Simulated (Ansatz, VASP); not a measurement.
**InP in VASP and in Ansatz**

```xyz
2
Lattice="0.0000 2.6851 3.4906 2.6851 0.0000 3.4906 2.6851 2.6851 0.0000" Properties=species:S:1:pos:R:3 pbc="T T T"
In    0.0000    0.0000    0.0000
P     4.0277    4.0277    5.2359
```

Alike in both runs: task single point; functional LDA; k mesh 4 × 4 × 4; occupations gaussian, width 0.05 eV; no spin polarisation.

|  | VASP | Ansatz |
| --- | --- | --- |
| version | VASP 6.6.1 | Ansatz 0.2.0 |
| potentials or method | VASP PAW LDA potentials, release 64 (In_d, P), cutoff 500 eV | scalar-relativistic, plane waves, PAW |
| valence electrons in the cell | 18 | 18 |

```csv
,VASP,Ansatz,Ansatz less VASP
gap on the k mesh at the Fermi level (eV),none,none,-
pressure (GPa),-1.8,-1.8,0.00
"traceless stress, the component that is largest in VASP (GPa)",-10.57,-10.50,+0.071
```

LDA's correlation is that of Perdew and Zunger in VASP and of Perdew and Wang (1992) in Ansatz. A gap of «none» marks a metal or a gap that the smearing closes.

The k mesh is coarse, so the values compare programs but aren't converged.
